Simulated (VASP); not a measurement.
A run of VASP 6.6.1:

File INCAR:

```
PREC     = Accurate       # precision mode
ENCUT    = 600            # plane-wave cutoff, eV
EDIFF    = 1E-6           # SCF threshold, eV
ISMEAR   = 0              # smearing method
SIGMA    = 0.1            # smearing width, eV
LREAL    = F              # projectors in reciprocal space
LASPH    = T              # aspherical terms in the spheres
NELM     = 100            # most SCF steps
ALGO     = Normal         # electronic algorithm
ISIF     = 3              # what is computed and relaxed
LWAVE    = F              # write WAVECAR
LCHARG   = F              # write CHGCAR
GGA      = PE             # functional
IBRION   = 2              # ionic algorithm
NSW      = 90             # ionic steps
EDIFFG   = -0.04          # ionic threshold
```

The input KPOINTS:

```
regular mesh
0
Gamma
  6 6 2
```

Contents of POSCAR:

```
Ca2Ta3O
1.0
    3.5270007100      0.0000000000      0.0000000000
    0.0000000000      3.5270007100      0.0000000000
    0.0000000000      0.0000000000      8.5977443400
Ca Ta O
2 3 1
Direct
    0.0000000000      0.0000000000      0.0094770000
    0.5000000000      0.5000000000      0.4938240100
    0.0000000000      0.0000000000      0.6709480300
    0.0000000000      0.0000000000      0.3257620000
    0.5000000000      0.5000000000      0.8341779700
    0.5000000000      0.5000000000      0.1658110000
```

Potentials or basis: VASP PAW PBE potentials, release 64 (Ca_sv, Ta_pv, O).

Command:

```console
$ cat potpaw_PBE.64/Ca_sv/POTCAR potpaw_PBE.64/Ta_pv/POTCAR potpaw_PBE.64/O/POTCAR > POTCAR
$ mpirun -np 1 vasp_std > vasp.out
```

Hardware: 1 thread of Intel(R) Xeon(R) 6975P-C (Granite Rapids), on a shared host.

Q: How long does it take, and how much memory?

A: Wall time 27 min on 1 thread of Intel(R) Xeon(R) 6975P-C (Granite Rapids), on a shared host, peak memory 0.29 GiB. Counts: scf iterations 490, k points 20, ion steps 45.
